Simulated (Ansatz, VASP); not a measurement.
One calculation of NaF, two programs

```
Na F
1.0
     0.00000    3.17454    5.74238
     1.65019    0.00000    5.74238
     1.65019    3.17454    0.00000
Na F
2 2
Direct
  0.18351 0.18351 0.81649
  0.43350 0.43350 0.06649
  0.81649 0.81649 0.18351
  0.06649 0.06649 0.43350
```

Alike in both runs: task single point; functional PBE; k mesh 6 × 6 × 6; occupations gaussian, width 0.1 eV; no spin polarisation.

|  | VASP | Ansatz |
| --- | --- | --- |
| version | VASP 6.6.1 | Ansatz 0.2.0 |
| potentials or method | VASP PAW PBE potentials, release 64 (Na_pv, F), cutoff 520 eV | scalar-relativistic, plane waves, PAW |
| valence electrons in the cell | 28 | 32 |

```tsv
	VASP	Ansatz	Ansatz less VASP
gap on the k mesh at the Fermi level (eV)	5.37	5.38	+0.014
least direct gap on the mesh (eV)	5.37	5.38	+0.014
pressure (GPa)	-0.1	0.0	+0.06
traceless stress, the component that is largest in VASP (GPa)	-0.06	-0.03	+0.027
```

The functional is the same, so the differences come from potentials, cutoffs and numerics. VASP's potentials hold 28 valence electrons a cell and Ansatz's 32, so a difference there can come from the potentials and not from the codes.
